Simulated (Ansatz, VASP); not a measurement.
Two plane-wave programs on Si

Contents of INCAR:

```
ALGO = Normal
EDIFF = 1E-7
ENCUT = 520
GGA = PS
ISIF = 2
ISMEAR = 0
LASPH = True
LCHARG = True
LELF = True
LREAL = False
LVHAR = True
LWAVE = False
NBANDS = 16
NELM = 80
PREC = Accurate
SIGMA = 0.03
```

File KPOINTS:

```
k-points
0
Gamma
  12 12 12
```

File POSCAR:

```
Si
1.0
   -3.3958989103      3.3958989103      1.7383606522
    3.3958989103     -3.3958989103      1.7383606522
    3.3958989103      3.3958989103     -1.7383606522
Si
4
Direct
    0.1787304307      0.1787304307      0.3574608614
    0.8212695693      0.8212695693      0.6425391386
    0.1787304307      0.8212695693      0.0000000000
    0.8212695693      0.1787304307      0.0000000000
```

Input for Ansatz:

```yaml
crystal:
  lattice:
    - [-3.3958989103, 3.3958989103, 1.7383606522]
    - [3.3958989103, -3.3958989103, 1.7383606522]
    - [3.3958989103, 3.3958989103, -1.7383606522]
  atoms:
    - { symbol: Si, position: [0.1787304307, 0.1787304307, 0.3574608614] }
    - { symbol: Si, position: [0.8212695693, 0.8212695693, 0.6425391386] }
    - { symbol: Si, position: [0.1787304307, 0.8212695693, 0.0] }
    - { symbol: Si, position: [0.8212695693, 0.1787304307, 0.0] }
basis:
  ecutwfc: 420
kpoints:
  mp_grid: { grid: [12, 12, 12] }
hamiltonian:
  xc: pbesol
  pseudopotentials: { kind: paw, azcp: { folder: soft_1 } }
scf:
  occupations: { method: gaussian, width: 0.03 }
output:
  forces: true
  stress: true
  eigenvalues: true
```

Alike in both runs: task single point; functional PBEsol; k mesh 12 × 12 × 12; occupations gaussian, width 0.03 eV; no spin polarisation.

|  | VASP | Ansatz |
| --- | --- | --- |
| version | VASP 6.6.1 | Ansatz 0.2.0 |
| potentials or method | VASP PAW PBE potentials, release 64 (Si), cutoff 520 eV | scalar-relativistic, plane waves, PAW |
| valence electrons in the cell | 16 | 16 |

VASP gave:

```
gap on the k mesh at the Fermi level (eV)                     : none
pressure (GPa)                                                : 7.2
traceless stress, the component that is largest in VASP (GPa) : 16.58
rms of the force components (eV/Å)                            : 0.925
```

Problem. Estimate Ansatz's values.

Solution. gap on the k mesh at the Fermi level (eV): none; pressure (GPa): 7.1; traceless stress, the component that is largest in VASP (GPa): 16.52; rms of the force components (eV/Å): 0.918.

VASP's potentials were made for PBE, not for PBEsol, and Ansatz warns of the same on its side. Atom by atom the forces differ by 0.007 eV/Å (rms over components). A gap of «none» marks a metal or a gap that the smearing closes.
